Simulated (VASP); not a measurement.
# GeSbTe3 (R3m) in VASP: further runs

GeSbTe3 is run at these levels: r2SCAN, PBE; tasks: single point.

Everything below comes from runs of VASP 6.6.1. Logs are shortened: lines on timing, memory, paths and dates and some standing lists are left out, and cuts for length are marked.

### 1 The cell of the first run

It takes space group R3m (No. 160, trigonal). Conventional cell: a = 4.638 Å, b = 4.638 Å, c = 32.649 Å, α = 90.00°, β = 90.00°, γ = 120.00°. Ge (site symmetry 3m) has 6 Te at 3.15 to 3.46 Å within 4.1 Å. Within 4.4 Å of Sb (site symmetry 3m) lie 6 Te at 3.35 to 3.44 Å. Te (site symmetry 3m) has 3 Sb at 3.44 Å and 3 Ge at 3.46 Å within 4.5 Å. Within 4.4 Å of Te (site symmetry 3m) lie 3 Sb at 3.35 Å and 3 Te at 3.92 Å. Te (site symmetry 3m) has 3 Ge at 3.15 Å and 3 Te at 3.92 Å within 4.1 Å.

### 2 Single point, r2SCAN

The input, POSCAR:

```
GeSbTe3
1.0
    2.3190315843      1.3388935095     10.8830285921
   -2.3190315843      1.3388935095     10.8830285921
    0.0000000000     -2.6777870189     10.8830285921
Ge Sb Te
1 1 3
Direct
    0.5978230000      0.5978230000      0.5978230000
    0.3977000000      0.3977000000      0.3977000000
    0.9983600000      0.9983600000      0.9983600000
    0.7925750000      0.7925750000      0.7925750000
    0.2135430000      0.2135430000      0.2135430000
```

The input, INCAR.step1:

```
SYSTEM = GeSbTe3
  PREC = Accurate
  ENCUT = 520
  ISMEAR = 0
  SIGMA = 0.1
  LREAL = .FALSE.
  LASPH = .TRUE.
  NELM = 100
  NBANDS = 26
  GGA = PE
  ALGO = Normal
  EDIFF = 1E-4
  LWAVE = .TRUE.
  LCHARG = .FALSE.
```

The input, INCAR.step2:

```
SYSTEM = GeSbTe3
  PREC = Accurate
  ENCUT = 520
  EDIFF = 1E-6
  ISMEAR = 0
  SIGMA = 0.1
  LREAL = .FALSE.
  LASPH = .TRUE.
  NELM = 100
  ALGO = Normal
  ISIF = 2
  LWAVE = .FALSE.
  LCHARG = .TRUE.
  METAGGA = R2SCAN
  LMIXTAU = .TRUE.
  LELF = .TRUE.
  LVHAR = .TRUE.
  NBANDS = 26
  ISTART = 1
```

The input, KPOINTS:

```
regular mesh
0
G
  2 2 2
  0 0 0
```

Potentials or basis: VASP PAW PBE potentials, release 64 (Ge_d, Sb, Te).

Started as:

```
$ cat potpaw_PBE.64/Ge_d/POTCAR potpaw_PBE.64/Sb/POTCAR potpaw_PBE.64/Te/POTCAR > POTCAR
$ cp INCAR.step1 INCAR
$ mpirun -np 1 vasp_std > vasp.out
$ cp INCAR.step2 INCAR
$ mpirun -np 1 vasp_std > vasp.out
```

OUTCAR:

```text
SYSTEM = GeSbTe3
   PREC = Accurate
   ENCUT = 520
   EDIFF = 1E-6
   ISMEAR = 0
   LREAL = .FALSE.
   LASPH = .TRUE.
   NELM = 100
   ISIF = 2
   METAGGA = R2SCAN
   ISTART = 1

 ion  position               nearest neighbor table
   1  0.598  0.598  0.598-   5 3.15   5 3.15   5 3.15
   2  0.398  0.398  0.398-   4 3.35   4 3.35   4 3.35   3 3.44   3 3.44   3 3.44
   3  0.998  0.998  0.998-   2 3.44   2 3.44   2 3.44
   4  0.793  0.793  0.793-   2 3.35   2 3.35   2 3.35
   5  0.214  0.214  0.214-   1 3.15   1 3.15   1 3.15

  LATTYP: Found a trigonal (rhomboedric) cell.
 ALAT       =    11.2076248445
 COS(alpha) =     0.9143719306

  Lattice vectors:

 A1 = (   2.3190315843,   1.3388935095,  10.8830285921)
 A2 = (  -2.3190315843,   1.3388935095,  10.8830285921)
 A3 = (   0.0000000000,  -2.6777870189,  10.8830285921)

Analysis of symmetry for initial positions (statically):
=====================================================================
 Subroutine PRICEL returns:
 Original cell was already a primitive cell.

 Routine SETGRP: Setting up the symmetry group for a
 trigonal (rhombohedral) supercell.

 Subroutine GETGRP returns: Found  6 space group operations
 (whereof  6 operations were pure point group operations)
 out of a pool of 12 trial point group operations.

The static configuration has the point symmetry C_3v.

Analysis of symmetry for dynamics (positions and initial velocities):
=====================================================================
 Subroutine PRICEL returns:
 Original cell was already a primitive cell.

 Routine SETGRP: Setting up the symmetry group for a
 trigonal (rhombohedral) supercell.

 Subroutine GETGRP returns: Found  6 space group operations
 (whereof  6 operations were pure point group operations)
 out of a pool of 12 trial point group operations.

The dynamic configuration has the point symmetry C_3v.

 Subroutine INISYM returns: Found  6 space group operations
 (whereof  6 operations are pure point group operations),
 and found     1 'primitive' translations

----------------------------------------------------------------------------------------

                                     Primitive cell

  volume of cell :     202.7467

[... 71 lines left out ...]
   ENCUT  =  520.0 eV  38.22 Ry    6.18 a.u.  20.84 20.84 20.84*2*pi/ulx,y,z
   NELM   =    100;   NELMIN=  2; NELMDL=  0     # of ELM steps
   EDIFF  = 0.1E-05   stopping-criterion for ELM
   LREAL  =      F    real-space projection
   EDIFFG = 0.1E-04   stopping-criterion for IOM
   NSW    =      0    number of steps for IOM
   IBRION =     -1    ionic relax: 0-MD 1-quasi-New 2-CG
   NFREE  =      0    steps in history (QN), initial steepest desc. (CG)
   ISIF   =      2    stress and relaxation
   ISYM   =      2    0-nonsym 1-usesym 2-fastsym
   POTIM  = 0.5000    time-step for ionic-motion
   TEBEG  =    0.0;   TEEND  =   0.0 temperature during run
   PSTRESS=    0.0 pullay stress
   NELECT =      37.0000    total number of electrons
   NUPDOWN=      -1.0000    fix difference up-down
   EMIN   =  10.00;   EMAX   =-10.00  energy-range for DOS
   EFERMI =   0.00;   METHOD = LEGACY
   ISMEAR =     0;   SIGMA  =   0.10  broadening in eV -4-tet -1-fermi 0-gaus
   EFERMI_NEDOS =   21; number of points for ismear=-14 and -15
   IALGO  =     38    algorithm
   IMIX   =      4    mixing-type and parameters
     AMIX     =   0.40;   BMIX     =  1.00
     AMIX_MAG =   1.60;   BMIX_MAG =  1.00
  volume/ion in A,a.u.               =      40.55       273.64
  Fermi-wavevector in a.u.,A,eV,Ry     =   0.928590  1.754781 11.732032  0.862280
  Thomas-Fermi vector in A             =   2.054783
   LORBIT       =      0    0 simple, 1 ext, 2 COOP (PROOUT), +10 PAW based schemes
   METAGGA = R2SCAN    functional components
   LHFCALC =     F    Hartree Fock is set to
   AEXX    =    0.0000 exact exchange contribution
   IVDW    =     0    specifies the selected vdW correction
   LEPSILON=     F    determine dielectric tensor
   LRPA    =     F    only Hartree local field effects (RPA)
 non-spin polarized calculation
 Gauss-broadening in eV      SIGMA  =   0.10
  energy-cutoff  :      520.00
  volume of cell :      202.75
 maximum number of plane-waves:      5482
 NGX is ok and might be reduce to    84
   NGX = 41   NGY = 41   NGZ = 41

 number of electron      36.9999998 magnetization

 Free energy of the ion-electron system (eV)
  ---------------------------------------------------
  ext. energy  EPLUGINS =         0.00000000
  ---------------------------------------------------
  free energy    TOTEN  =      -113.57414793 eV

  energy without entropy =     -113.55222014  energy(sigma->0) =     -113.56318404

 E-fermi :   2.6649     XC(G=0):  -8.6309

 val. band max:        2.4259776821   @ k =   0.0000   0.0000   0.0000
 cond. band min:       2.7037970864   @ k =   0.5000  -0.0000  -0.0000
 fundamental gap:      0.2778194043
 Fermi energy:         2.6648624688

 k-point     1 :       0.0000    0.0000    0.0000
  band No.  band energies     occupation
      1     -22.7818      2.00000
      2     -22.7720      2.00000
      3     -22.7720      2.00000
      4     -22.7423      2.00000
      5     -22.7423      2.00000
      6      -8.7851      2.00000
[... 105 lines left out ...]
     25       5.0098      0.00000
     26       8.4812      0.00000

------------------------ aborting loop because EDIFF is reached ----------------------------------------

  FORCE on cell =-STRESS in cart. coord.  units (eV):
  Direction    XX          YY          ZZ          XY          YZ          ZX
  --------------------------------------------------------------------------------------
  -------------------------------------------------------------------------------------
  Total       -7.0831876     -7.0831876    -12.6867587      0.0000000     -0.0000000      0.0000000
  in kB      -55.9739052    -55.9739052   -100.2553461      0.0000000     -0.0000000      0.0000000
  external PRESSURE =     -70.7343855 kB  Pullay stress =       0.0000000 kB

 VOLUME and BASIS-vectors are now :
 -----------------------------------------------------------------------------
  energy-cutoff  :      520.00
  volume of cell :      202.75
      direct lattice vectors                 reciprocal lattice vectors
     2.319031584  1.338893510 10.883028592     0.215607240  0.124480898  0.030628729
    -2.319031584  1.338893510 10.883028592    -0.215607240  0.124480898  0.030628729
     0.000000000 -2.677787019 10.883028592     0.000000000 -0.248961796  0.030628729

 POSITION                                       TOTAL-FORCE (eV/Angst)
 -----------------------------------------------------------------------------------
      0.00000      0.00000     19.51837         0.000000     -0.000000     -1.104708
      0.00000      0.00000     12.98454         0.000000      0.000000      0.473244
      0.00000      0.00000     32.59554         0.000000      0.000000      0.832860
      0.00000      0.00000     25.87685         0.000000     -0.000000     -1.617719
      0.00000      0.00000      6.97198         0.000000      0.000000      1.416321
 -----------------------------------------------------------------------------------
    total drift:                               -0.000000     -0.000000     -0.004806

  FREE ENERGIE OF THE ION-ELECTRON SYSTEM (eV)
  ---------------------------------------------------
  free  energy   TOTEN  =      -113.5741479330 eV

  energy  without entropy=     -113.5522201393  energy(sigma->0) =     -113.56318404
```

Wall time 5.5 min (1 thread of Intel Xeon 6975P-C (Granite Rapids), shared host); peak memory 1.2 GiB.

Results:

```yaml
Free_energy: -113.5741 eV
Pressure: -7.1 GPa
Largest_force: 1.618 eV/Å
```

Forces in eV/Å, atoms in the order of the input:
```
Ge   0.000  0.000 -1.105
Sb   0.000  0.000  0.473
Te   0.000  0.000  0.833
Te   0.000  0.000 -1.618
Te   0.000  0.000  1.416
```

Stress tensor (GPa, compression positive):
```
 -5.60   0.00   0.00
  0.00  -5.60   0.00
  0.00   0.00 -10.03
```

Levels at points of the mesh, in eV from the Fermi level:
| k point | band 15 | band 16 | band 17 | band 18 | band 19 | band 20 | band 21 | band 22 |
| --- | --- | --- | --- | --- | --- | --- | --- | --- |
| (0.00, 0.00, 0.00) | -0.78 | -0.78 | -0.24 | -0.24 | 0.38 | 1.10 | 1.19 | 1.19 |
| (0.50, 0.00, 0.00) | -1.88 | -1.72 | -1.39 | -0.31 | 0.04 | 1.26 | 1.53 | 2.54 |
| (0.50, 0.50, 0.00) | -1.33 | -1.07 | -0.92 | -0.73 | -0.34 | 1.47 | 1.97 | 2.01 |
| (0.50, 0.50, 0.50) | -0.65 | -0.65 | -0.40 | -0.40 | 0.08 | 1.39 | 1.39 | 1.44 |

Caveat: the k points lie up to 0.79 Å⁻¹ apart; the PAW data sets were made with another functional, which shifts forces and pressure a little; spin-orbit coupling is left out, which moves the levels of the heavy elements.

(Continued in part 2 of 2.)
